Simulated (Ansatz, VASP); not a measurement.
## ZrScF4 in VASP and in Ansatz

Contents of INCAR:

```
ALGO = Normal ; EDIFF = 1E-6
EDIFFG = -0.04 ; ENCUT = 600
GGA = PE ; IBRION = 2
ISIF = 3 ; ISMEAR = 0
LASPH = T ; LCHARG = F
LREAL = F ; LWAVE = F
NELM = 100 ; NSW = 90
PREC = Accurate ; SIGMA = 0.1
```

The input KPOINTS:

```
k-points
0
Gamma
  6 6 4
```

The input POSCAR:

```
ZrScF4
1.0
    3.1190209700      0.0000000000      0.0000000000
    0.0000000000      3.1190209700      0.0000000000
    0.0000000000      0.0000000000      4.4109617600
Zr Sc F
1 1 4
Direct
    0.5000000000      0.5000000000      0.5000000000
    0.0000000000      0.0000000000      0.0000000000
    0.5000000000      0.0000000000      0.2500000000
    0.0000000000      0.5000000000      0.7500000000
    0.5000000000      0.0000000000      0.7500000000
    0.0000000000      0.5000000000      0.2500000000
```

Input for Ansatz:

```yaml
crystal:
  lattice:
    - [3.11902097, 0.0, 0.0]
    - [0.0, 3.11902097, 0.0]
    - [0.0, 0.0, 4.41096176]
  atoms:
    - { symbol: Zr, position: [0.5, 0.5, 0.5] }
    - { symbol: Sc, position: [0.0, 0.0, 0.0] }
    - { symbol: F, position: [0.5, 0.0, 0.25] }
    - { symbol: F, position: [0.0, 0.5, 0.75] }
    - { symbol: F, position: [0.5, 0.0, 0.75] }
    - { symbol: F, position: [0.0, 0.5, 0.25] }
basis:
  ecutwfc: 420
kpoints:
  mp_grid: { grid: [6, 6, 4] }
hamiltonian:
  xc: pbe
scf:
  occupations: { method: gaussian, width: 0.1 }
  lower_state_search: "off"
output:
  forces: true
  stress: true
  eigenvalues: true
relax:
  adjacent_minimum: "off"
  f_tol: 0.04
  max_steps: 70
  cell: { stress_tol: 0.4 }
```

Alike in both runs: task relaxation of cell and atoms; functional PBE; k mesh 6 × 6 × 4; occupations gaussian, width 0.1 eV; no spin polarisation.

|  | VASP | Ansatz |
| --- | --- | --- |
| version | VASP 6.6.1 | Ansatz 0.2.0 |
| potentials or method | VASP PAW PBE potentials, release 64 (Zr_sv, Sc_sv, F), cutoff 600 eV | scalar-relativistic, plane waves, PAW |
| valence electrons in the cell | 51 | 51 |

```tsv
	VASP	Ansatz	Ansatz less VASP
gap on the k mesh at the Fermi level, each at its own relaxed structure (eV)	none	none	-
relaxed volume (Å³/atom)	11.94	12.67	+0.726
relaxed cell length with the largest relative difference (Å)	5.802	6.339	+0.5361
```

A gap of «none» marks a metal or a gap that the smearing closes. One of these differences is far larger than is usual between the two programs; its cause wasn't traced.

Noted on VASP's run: the volume moved by over 15 % at a fixed basis, so the end points are rough.
